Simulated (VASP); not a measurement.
Here is a VASP 6.6.1 calculation.

POSCAR

```
BaTe
1.0
    5.9738370715      0.0000000000      0.0000000000
   -2.9869185357      5.1734946620      0.0000000000
    0.0000000000      0.0000000000      7.0021674675
Ba Te
2 2
Direct
    0.3333333333      0.6666666667      0.2500000000
    0.6666666667      0.3333333333      0.7500000000
    0.6666666667      0.3333333333      0.2500000000
    0.3333333333      0.6666666667      0.7500000000
```

INCAR.step1

```
  PREC = Accurate
  ENCUT = 550
  ISMEAR = 0
  SIGMA = 0.01
  LREAL = F
  LASPH = T
  NELM = 120
  NBANDS = 24
  GGA = PE
  ALGO = Normal
  EDIFF = 1E-5
  LWAVE = T
  LCHARG = F
  GGA_COMPAT = F
```

Contents of INCAR.step2:

```
  PREC = Accurate
  ENCUT = 550
  EDIFF = 1E-6
  ISMEAR = 0
  SIGMA = 0.01
  LREAL = F
  LASPH = T
  NELM = 120
  ALGO = Normal
  ISIF = 2
  LWAVE = F
  LCHARG = T
  METAGGA = R2SCAN
  LMIXTAU = T
  LELF = T
  LVHAR = T
  NBANDS = 24
  ISTART = 1
  GGA_COMPAT = F
```

File KPOINTS:

```
Automatic mesh
0
Gamma
  6 6 4
```

Potentials or basis: VASP PAW PBE potentials, release 64 (Ba_sv, Te).

The run is started by

```sh
$ cat potpaw_PBE.64/Ba_sv/POTCAR potpaw_PBE.64/Te/POTCAR > POTCAR
$ cp INCAR.step1 INCAR
$ mpirun -np 1 vasp_std > vasp.out
$ cp INCAR.step2 INCAR
$ mpirun -np 1 vasp_std > vasp.out
```

Problem. Estimate the band gap on the k mesh.

Solution. 2.24 eV (least direct gap 2.53 eV).

Problem. Estimate the pressure.

Solution. 0.2 GPa.

Stress tensor (GPa, compression positive):
```
0.17 0.00 0.00
0.00 0.17 0.00
0.00 0.00 0.30
```

Caveat: the PAW data sets were made with another functional, which shifts forces and pressure a little; spin-orbit coupling is left out, which moves the levels of the heavy elements. A k mesh can miss the band edges.
